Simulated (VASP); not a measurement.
# GaN (Fm-3m) in VASP: settings compared

The runs below take GaN through single point, with LDA, PBEsol.

Everything below comes from runs of VASP 6.6.1. Logs are shortened: lines on timing, memory, paths and dates and some standing lists are left out, and cuts for length are marked.

### 1 The cell of the first run

Symmetry: Fm-3m, No. 225, cubic system. The conventional cell has a = 4.270 Å, b = 4.270 Å, c = 4.270 Å, α = 90.00°, β = 90.00°, γ = 90.00°. Ga (site symmetry m-3m) has 6 N at 2.14 Å within 2.8 Å. N (site symmetry m-3m) has 6 Ga at 2.14 Å within 2.8 Å.

### 2 Single point, LDA

INCAR reads:

```
SYSTEM = GaN
  PREC = Accurate
  ENCUT = 520
  EDIFF = 1E-7
  ISMEAR = -1
  SIGMA = 0.05
  LREAL = .FALSE.
  LASPH = .TRUE.
  NELM = 80
  ALGO = Normal
  ISIF = 2
  LWAVE = .FALSE.
  LCHARG = .FALSE.
  GGA = CA
  NBANDS = 16
```

KPOINTS reads:

```
Automatic mesh
0
G
  11 11 11
  0 0 0
```

POSCAR reads:

```
GaN
1.0
    0.0000000000      2.1352350000      2.1352350000
    2.1352350000      0.0000000000      2.1352350000
    2.1352350000      2.1352350000      0.0000000000
Ga N
1 1
Direct
    0.0000000000      0.0000000000      0.0000000000
    0.5000000000      0.5000000000      0.5000000000
```

Potentials or basis: VASP PAW LDA potentials, release 64 (Ga_d, N).

On the command line:

```console
cat potpaw_LDA.64/Ga_d/POTCAR potpaw_LDA.64/N/POTCAR > POTCAR
mpirun -np 1 vasp_std > vasp.out
```

OUTCAR:

```text
SYSTEM = GaN
   PREC = Accurate
   ENCUT = 520
   EDIFF = 1E-7
   ISMEAR = -1
   LREAL = .FALSE.
   LASPH = .TRUE.
   NELM = 80
   ISIF = 2
   GGA = CA

 ion  position               nearest neighbor table
   1  0.000  0.000  0.000-   2 2.14   2 2.14   2 2.14   2 2.14   2 2.14   2 2.14
   2  0.500  0.500  0.500-   1 2.14   1 2.14   1 2.14   1 2.14   1 2.14   1 2.14

  LATTYP: Found a face centered cubic cell.
 ALAT       =     4.2704700000

  Lattice vectors:

 A1 = (   0.0000000000,   2.1352350000,   2.1352350000)
 A2 = (   2.1352350000,   0.0000000000,   2.1352350000)
 A3 = (   2.1352350000,   2.1352350000,   0.0000000000)

Analysis of symmetry for initial positions (statically):
=====================================================================
 Subroutine PRICEL returns:
 Original cell was already a primitive cell.

 Routine SETGRP: Setting up the symmetry group for a
 face centered cubic supercell.

 Subroutine GETGRP returns: Found 48 space group operations
 (whereof 48 operations were pure point group operations)
 out of a pool of 48 trial point group operations.

The static configuration has the point symmetry O_h .

Analysis of symmetry for dynamics (positions and initial velocities):
=====================================================================
 Subroutine PRICEL returns:
 Original cell was already a primitive cell.

 Routine SETGRP: Setting up the symmetry group for a
 face centered cubic supercell.

 Subroutine GETGRP returns: Found 48 space group operations
 (whereof 48 operations were pure point group operations)
 out of a pool of 48 trial point group operations.

The dynamic configuration has the point symmetry O_h .

 Subroutine INISYM returns: Found 48 space group operations
 (whereof 48 operations are pure point group operations),
 and found     1 'primitive' translations

----------------------------------------------------------------------------------------

                                     Primitive cell

  volume of cell :      19.4700

  direct lattice vectors                    reciprocal lattice vectors
     0.000000000  2.135235000  2.135235000    -0.234166263  0.234166263  0.234166263
     2.135235000  0.000000000  2.135235000     0.234166263 -0.234166263  0.234166263
     2.135235000  2.135235000  0.000000000     0.234166263  0.234166263 -0.234166263

  length of vectors
     3.019678296  3.019678296  3.019678296     0.405587864  0.405587864  0.405587864

  position of ions in fractional coordinates (direct lattice)
     0.000000000  0.000000000  0.000000000
     0.500000000  0.500000000  0.500000000

  ion indices of the primitive-cell ions
   primitive index   ion index
                 1           1
                 2           2

----------------------------------------------------------------------------------------

 KPOINTS: Automatic mesh

Automatic generation of k-mesh.
 Grid dimensions read from file:
 generate k-points for:   11   11   11

 Generating k-lattice:

  Cartesian coordinates                     Fractional coordinates (reciprocal lattice)
    -0.021287842  0.021287842  0.021287842     0.090909091  0.000000000  0.000000000
     0.021287842 -0.021287842  0.021287842     0.000000000  0.090909091  0.000000000
     0.021287842  0.021287842 -0.021287842     0.000000000  0.000000000  0.090909091

  Length of vectors
     0.036871624  0.036871624  0.036871624

  Shift w.r.t. Gamma in fractional coordinates (k-lattice)
     0.000000000  0.000000000  0.000000000

 Subroutine IBZKPT returns following result:
 ===========================================

 Found     56 irreducible k-points:

 Following reciprocal coordinates:
            Coordinates               Weight
  0.000000  0.000000  0.000000      1.000000
  0.090909  0.000000  0.000000      8.000000
  0.181818  0.000000  0.000000      8.000000
  0.272727  0.000000  0.000000      8.000000
  0.363636  0.000000  0.000000      8.000000
  0.454545  0.000000  0.000000      8.000000
[... 16 lines left out ...]
 -0.272727  0.181818  0.000000     24.000000
 -0.181818  0.181818  0.000000     12.000000
 [... further k-points ...]
   k-points           NKPTS =     56   k-points in BZ     NKDIM =     56   number of bands    NBANDS=     16
   number of dos      NEDOS =    301   number of ions     NIONS =      2
   total plane-waves  NPLWV =  13824
   dimension x,y,z NGX =    24 NGY =   24 NGZ =   24
   dimension x,y,z NGXF=    48 NGYF=   48 NGZF=   48
   ions per type =               1   1
   NGX,Y,Z   is equivalent  to a cutoff of  13.21, 13.21, 13.21 a.u.
   NGXF,Y,Z  is equivalent  to a cutoff of  26.43, 26.43, 26.43 a.u.
 SYSTEM =  GaN
   PREC   = accura    normal or accurate (medium, high low for compatibility)
   ISTART =      0    job   : 0-new  1-cont  2-samecut
   ICHARG =      2    charge: 1-file 2-atom 10-const
   ISPIN  =      1    spin polarized calculation?
   LNONCOLLINEAR =      F non collinear calculations
   LSORBIT =      F    spin-orbit coupling
   LASPH  =      T    aspherical Exc in radial PAW
   ENCUT  =  520.0 eV  38.22 Ry    6.18 a.u.   5.61  5.61  5.61*2*pi/ulx,y,z
   NELM   =     80;   NELMIN=  2; NELMDL= -5     # of ELM steps
   EDIFF  = 0.1E-06   stopping-criterion for ELM
   LREAL  =      F    real-space projection
   EDIFFG = 0.1E-05   stopping-criterion for IOM
   NSW    =      0    number of steps for IOM
   IBRION =     -1    ionic relax: 0-MD 1-quasi-New 2-CG
   NFREE  =      0    steps in history (QN), initial steepest desc. (CG)
   ISIF   =      2    stress and relaxation
   ISYM   =      2    0-nonsym 1-usesym 2-fastsym
   POTIM  = 0.5000    time-step for ionic-motion
   TEBEG  =    0.0;   TEEND  =   0.0 temperature during run
   PSTRESS=    0.0 pullay stress
   NELECT =      18.0000    total number of electrons
   NUPDOWN=      -1.0000    fix difference up-down
   EMIN   =  10.00;   EMAX   =-10.00  energy-range for DOS
   EFERMI =   0.00;   METHOD = LEGACY
   ISMEAR =    -1;   SIGMA  =   0.05  broadening in eV -4-tet -1-fermi 0-gaus
   EFERMI_NEDOS =   21; number of points for ismear=-14 and -15
   IALGO  =     38    algorithm
   IMIX   =      4    mixing-type and parameters
     AMIX     =   0.40;   BMIX     =  1.00
     AMIX_MAG =   1.60;   BMIX_MAG =  1.00
  volume/ion in A,a.u.               =       9.74        65.70
  Fermi-wavevector in a.u.,A,eV,Ry     =   1.594814  3.013761 34.605481  2.543431
  Thomas-Fermi vector in A             =   2.692830
   LORBIT       =      0    0 simple, 1 ext, 2 COOP (PROOUT), +10 PAW based schemes
   GGA     = CA    functional components
   LHFCALC =     F    Hartree Fock is set to
   AEXX    =    0.0000 exact exchange contribution
   IVDW    =     0    specifies the selected vdW correction
   LEPSILON=     F    determine dielectric tensor
   LRPA    =     F    only Hartree local field effects (RPA)
 non-spin polarized calculation
  energy-cutoff  :      520.00
  volume of cell :       19.47
 maximum number of plane-waves:       534
   NGX = 11   NGY = 11   NGZ = 11

 number of electron      18.0000005 magnetization

 Free energy of the ion-electron system (eV)
  ---------------------------------------------------
  ext. energy  EPLUGINS =         0.00000000
  ---------------------------------------------------
  free energy    TOTEN  =       -13.03860841 eV

  energy without entropy =      -13.03836789  energy(sigma->0) =      -13.03848815

 E-fermi :   7.5199     XC(G=0): -13.3026

 val. band max:        7.3004579179   @ k =  -0.1818   0.1818   0.0000
 cond. band min:       7.6650719392   @ k =   0.4545   0.4545   0.0000
 fundamental gap:      0.3646140213
 Fermi energy:         7.5198596534

 k-point     1 :       0.0000    0.0000    0.0000
  band No.  band energies     occupation
      1      -9.6005      2.00000
      2      -6.8134      2.00000
      3      -6.8134      2.00000
      4      -6.8134      2.00000
      5      -6.7237      2.00000
      6      -6.7237      2.00000
[... 8 lines left out ...]
     15      22.3819      0.00000
     16      22.3819      0.00000

 k-point     2 :       0.0909    0.0000    0.0000
  band No.  band energies     occupation
      1      -9.4419      2.00000
      2      -6.8188      2.00000
      3      -6.8053      2.00000
      4      -6.8053      2.00000
      5      -6.7335      2.00000
      6      -6.7335      2.00000
[... 8 lines left out ...]
     15      22.7537      0.00000
     16      22.7537      0.00000

 k-point     3 :       0.1818    0.0000    0.0000
  band No.  band energies     occupation
      1      -8.9795      2.00000
      2      -6.8324      2.00000
      3      -6.8151      2.00000
      4      -6.8151      2.00000
      5      -6.7279      2.00000
      6      -6.7279      2.00000
[... 8 lines left out ...]
     15      23.7031      0.00000
     16      23.7031      0.00000

 k-point     4 :       0.2727    0.0000    0.0000
  band No.  band energies     occupation
      1      -8.2638      2.00000
      2      -6.8650      2.00000
      3      -6.8650      2.00000
      4      -6.8447      2.00000
      5      -6.6827      2.00000
      6      -6.6827      2.00000
[... 8 lines left out ...]
     15      25.1999      0.00000
     16      25.1999      0.00000

 k-point     5 :       0.3636    0.0000    0.0000
  band No.  band energies     occupation
      1      -7.4408      2.00000
      2      -6.9163      2.00000
      3      -6.9163      2.00000
      4      -6.8244      2.00000
      5      -6.6347      2.00000
      6      -6.6347      2.00000
[... 8 lines left out ...]
     15      27.1551      0.00000
     16      27.1551      0.00000

 k-point     6 :       0.4545    0.0000    0.0000
  band No.  band energies     occupation
      1      -7.0116      2.00000
      2      -6.9472      2.00000
      3      -6.9472      2.00000
      4      -6.6054      2.00000
      5      -6.6054      2.00000
      6      -6.5736      2.00000
[... 8 lines left out ...]
     15      29.2796      0.00000
     16      29.2796      0.00000

 k-point     7 :       0.0909    0.0909    0.0000
  band No.  band energies     occupation
      1      -9.3927      2.00000
      2      -6.8265      2.00000
      3      -6.7968      2.00000
      4      -6.7968      2.00000
      5      -6.7583      2.00000
      6      -6.7155      2.00000
[... 8 lines left out ...]
     15      24.3679      0.00000
     16      24.3679      0.00000

 k-point     8 :       0.1818    0.0909    0.0000
  band No.  band energies     occupation
      1      -9.0446      2.00000
      2      -6.8400      2.00000
      3      -6.8088      2.00000
      4      -6.7873      2.00000
      5      -6.7516      2.00000
      6      -6.7052      2.00000
[... 8 lines left out ...]
     15      24.6530      0.00000
     16      25.3218      0.00000

 k-point     9 :       0.2727    0.0909    0.0000
  band No.  band energies     occupation
      1      -8.4479      2.00000
      2      -6.8672      2.00000
      3      -6.8345      2.00000
      4      -6.8167      2.00000
      5      -6.6821      2.00000
      6      -6.6685      2.00000
[... 8 lines left out ...]
     15      24.9405      0.00000
     16      26.4267      0.00000
[... 172 lines left out ...]
 k-point    19 :       0.3636    0.1818    0.0000
  band No.  band energies     occupation
      1      -8.0249      2.00000
      2      -6.8916      2.00000
      3      -6.7869      2.00000
      4      -6.7583      2.00000
      5      -6.6164      2.00000
      6      -6.2710      2.00000
[... 8 lines left out ...]
     15      28.0584      0.00000
     16      29.4039      0.00000

 k-point    20 :       0.4545    0.1818    0.0000
  band No.  band energies     occupation
      1      -7.7328      2.00000
      2      -6.9035      2.00000
      3      -6.8348      2.00000
      4      -6.7445      2.00000
      5      -6.5920      2.00000
      6      -5.7038      2.00000
[... 8 lines left out ...]
     15      28.1665      0.00000
     16      30.5465      0.00000

 k-point    21 :      -0.4545    0.1818    0.0000
  band No.  band energies     occupation
      1      -7.5844      2.00000
      2      -6.9119      2.00000
      3      -6.8739      2.00000
      4      -6.7376      2.00000
      5      -6.5984      2.00000
      6      -5.3161      2.00000
[... 8 lines left out ...]
     15      27.7084      0.00000
     16      29.2494      0.00000

 k-point    22 :      -0.3636    0.1818    0.0000
  band No.  band energies     occupation
      1      -7.5462      2.00000
      2      -6.9085      2.00000
      3      -6.8921      2.00000
      4      -6.7597      2.00000
      5      -6.6329      2.00000
      6      -5.5928      2.00000
[... 8 lines left out ...]
     15      26.9236      0.00000
     16      27.3822      0.00000

 k-point    23 :      -0.2727    0.1818    0.0000
  band No.  band energies     occupation
      1      -7.7023      2.00000
      2      -6.8897      2.00000
      3      -6.8852      2.00000
      4      -6.8136      2.00000
      5      -6.6828      2.00000
      6      -6.1584      2.00000
[... 8 lines left out ...]
     15      25.7149      0.00000
     16      27.9735      0.00000

 k-point    24 :      -0.1818    0.1818    0.0000
  band No.  band energies     occupation
      1      -8.1497      2.00000
      2      -6.8627      2.00000
      3      -6.8591      2.00000
      4      -6.8455      2.00000
      5      -6.7287      2.00000
      6      -6.4972      2.00000
[... 8 lines left out ...]
     15      24.9910      0.00000
     16      27.2825      0.00000

 [... further k-points ...]
[... 5 lines left out ...]
  --------------------------------------------------------------------------------------
  -------------------------------------------------------------------------------------
  Total       -1.5250005     -1.5250005     -1.5250005      0.0000000      0.0000000      0.0000000
  in kB     -125.4912721   -125.4912721   -125.4912721      0.0000000      0.0000000      0.0000000
  external PRESSURE =    -125.4912721 kB  Pullay stress =       0.0000000 kB

 VOLUME and BASIS-vectors are now :
 -----------------------------------------------------------------------------
  energy-cutoff  :      520.00
  volume of cell :       19.47
      direct lattice vectors                 reciprocal lattice vectors
     0.000000000  2.135235000  2.135235000    -0.234166263  0.234166263  0.234166263
     2.135235000  0.000000000  2.135235000     0.234166263 -0.234166263  0.234166263
     2.135235000  2.135235000  0.000000000     0.234166263  0.234166263 -0.234166263

 POSITION                                       TOTAL-FORCE (eV/Angst)
 -----------------------------------------------------------------------------------
      0.00000      0.00000      0.00000         0.000000     -0.000000     -0.000000
      2.13524      2.13524      2.13524        -0.000000      0.000000      0.000000
 -----------------------------------------------------------------------------------
    total drift:                                0.000000     -0.000000     -0.000000

  FREE ENERGIE OF THE ION-ELECTRON SYSTEM (eV)
  ---------------------------------------------------
  free  energy   TOTEN  =       -13.0386084126 eV

  energy  without entropy=      -13.0383678868  energy(sigma->0) =      -13.03848815
```

Wall time 8.3 s (1 thread of Intel Xeon Platinum 8488C (Sapphire Rapids), shared host); peak memory 0.14 GiB.

Results:

- Free energy: -13.0386 eV
- Pressure: -12.5 GPa
- Band gap on the k mesh: 0.36 eV, indirect (least direct gap 2.45 eV)

A k mesh can miss the band edges.

### 3 Single point, PBEsol

INCAR reads:

```
  PREC = Accurate
  ENCUT = 520
  EDIFF = 1E-6
  ISMEAR = -1
  SIGMA = 0.05
  LREAL = False
  LASPH = True
  NELM = 100
  ALGO = Normal
  ISIF = 2
  LWAVE = False
  LCHARG = False
  GGA = PS
  NBANDS = 16
```

KPOINTS reads:

```
regular mesh
0
Gamma
  11 11 11
```

POSCAR is that of step 2.

Potentials or basis: VASP PAW PBE potentials, release 64 (Ga_d, N).

On the command line:

```console
cat potpaw_PBE.64/Ga_d/POTCAR potpaw_PBE.64/N/POTCAR > POTCAR
mpirun -np 1 vasp_std > vasp.out
```

It took 8.2 s on 1 thread of Intel Xeon Platinum 8488C (Sapphire Rapids), shared host; peak memory 0.15 GiB.

It converged, with:

| Quantity | Value |
| --- | --- |
| Free energy | -12.2454 eV |
| Pressure | -7.2 GPa |
| Band gap on the k mesh | 0.46 eV, indirect (least direct gap 2.37 eV) |

Levels at points of the mesh, in eV from the valence-band top:
| k point | band 5 | band 6 | band 7 | band 8 | band 9 | band 10 | band 11 | band 12 | band 13 | band 14 |
| --- | --- | --- | --- | --- | --- | --- | --- | --- | --- | --- |
| (0.00, 0.00, 0.00) | -13.86 | -13.86 | -0.50 | -0.50 | -0.50 | 1.87 | 14.42 | 14.42 | 14.42 | 15.27 |

Caveat: the PAW data sets were made with another functional, which shifts forces and pressure a little.

### 4 Single point, LDA

This run uses another cell than the first one, of 9.93 Å³/atom, 1.020 times its volume.

INCAR reads:

```
SYSTEM = GaN
PREC     = Accurate       ! precision mode
ENCUT    = 520            ! plane-wave cutoff, eV
EDIFF    = 1E-6           ! SCF threshold, eV
ISMEAR   = -1             ! smearing method
SIGMA    = 0.05           ! smearing width, eV
LREAL    = .False.        ! projectors in reciprocal space
LASPH    = .True.         ! aspherical terms in the spheres
NELM     = 100            ! most SCF steps
ALGO     = Normal         ! electronic algorithm
ISIF     = 2              ! what is computed and relaxed
LWAVE    = .False.        ! write WAVECAR
LCHARG   = .False.        ! write CHGCAR
GGA      = CA             ! functional
NBANDS   = 16             ! bands
```

KPOINTS reads:

```
regular mesh
0
Gamma
  11 11 11
  0 0 0
```

POSCAR reads:

```
GaN
1.0
    0.0000000000      2.1493760412      2.1493760412
    2.1493760412      0.0000000000      2.1493760412
    2.1493760412      2.1493760412      0.0000000000
Ga N
1 1
Direct
    0.0000000000      0.0000000000      0.0000000000
    0.5000000000      0.5000000000      0.5000000000
```

Potentials or basis: VASP PAW LDA potentials, release 64 (Ga_d, N).

On the command line:

```console
cat potpaw_LDA.64/Ga_d/POTCAR potpaw_LDA.64/N/POTCAR > POTCAR
mpirun -np 1 vasp_std > vasp.out
```

Wall time 7.5 s (1 thread of Intel Xeon Platinum 8488C (Sapphire Rapids), shared host); peak memory 0.14 GiB.

The run converged. Its results:

```yaml
Free_energy: -13.0040 eV
Pressure: -16.0 GPa
Band_gap_on_the_k_mesh: 0.25 eV, indirect (least direct gap 2.21 eV)
```

Levels at points of the mesh, in eV from the valence-band top:
| k point | band 7 | band 8 | band 9 | band 10 | band 11 | band 12 |
| --- | --- | --- | --- | --- | --- | --- |
| (0.00, 0.00, 0.00) | -0.48 | -0.48 | -0.48 | 1.73 | 14.35 | 14.35 |

[end of part 1 of 2]
